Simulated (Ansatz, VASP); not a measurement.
# One calculation of Ca, two programs

File INCAR:

```
AGGAC    = 1.0          
AGGAX    = 1.0          
ALDAC    = 0.0          
ALDAX    = 1.0          
ALGO     = Normal         # electronic algorithm
EDIFF    = 1E-7           # SCF threshold, eV
EDIFFG   = -0.02          # ionic threshold
ENCUT    = 600            # plane-wave cutoff, eV
GGA      = B5             # functional
IBRION   = 2              # ionic algorithm
ISIF     = 3              # what is computed and relaxed
ISMEAR   = -1             # smearing method
IVDW     = 13             # dispersion correction
LASPH    = True           # aspherical terms in the spheres
LCHARG   = False          # write CHGCAR
LREAL    = False          # projectors in reciprocal space
LWAVE    = False          # write WAVECAR
NELM     = 60             # most SCF steps
NSW      = 80             # ionic steps
PREC     = Accurate       # precision mode
SIGMA    = 0.05           # smearing width, eV
VDW_A1   = 0.44488865   
VDW_A2   = 4.0933009    
VDW_S6   = 1.0          
VDW_S8   = 2.34076671
```

File KPOINTS:

```
k-points
0
Gamma
  8 8 8
```

File POSCAR:

```
Ca
1.0
   -2.2400000000      2.2400000000      2.2400000000
    2.2400000000     -2.2400000000      2.2400000000
    2.2400000000      2.2400000000     -2.2400000000
Ca
1
Direct
    0.0000000000      0.0000000000      0.0000000000
```

Contents of input.yaml:

```yaml
crystal:
  lattice:
    - [-2.24, 2.24, 2.24]
    - [2.24, -2.24, 2.24]
    - [2.24, 2.24, -2.24]
  atoms:
    - { symbol: Ca, position: [0.0, 0.0, 0.0] }
kpoints:
  mp_grid: { grid: [8, 8, 8] }
scf:
  occupations: { method: fermi_dirac, width: 0.05 }
hamiltonian:
  xc: blyp
  dispersion: d4
  pseudopotentials: { kind: all_electron, lapw: { basis_error: 0.001 } }
output:
  forces: true
  stress: true
relax:
  f_tol: 0.02
  max_steps: 60
  cell: {}
```

Alike in both runs: task relaxation of cell and atoms; functional BLYP; dispersion D4; k mesh 8 × 8 × 8; occupations fermi-dirac, width 0.05 eV; no spin polarisation.

|  | VASP | Ansatz |
| --- | --- | --- |
| version | VASP 6.6.1 | Ansatz 0.2.0 |
| potentials or method | VASP PAW PBE potentials, release 64 (Ca_sv), cutoff 600 eV | all-electron LAPW, scalar-relativistic |

```tsv
	VASP	Ansatz	Ansatz less VASP
relaxed volume (Å³/atom)	40.02	40.02	+0.003
relaxed cell length with the largest relative difference (Å)	3.732	3.732	+0.0001
```

VASP's potentials were made for PBE, not for BLYP. Ansatz ran all-electron here, and VASP with PAW potentials.
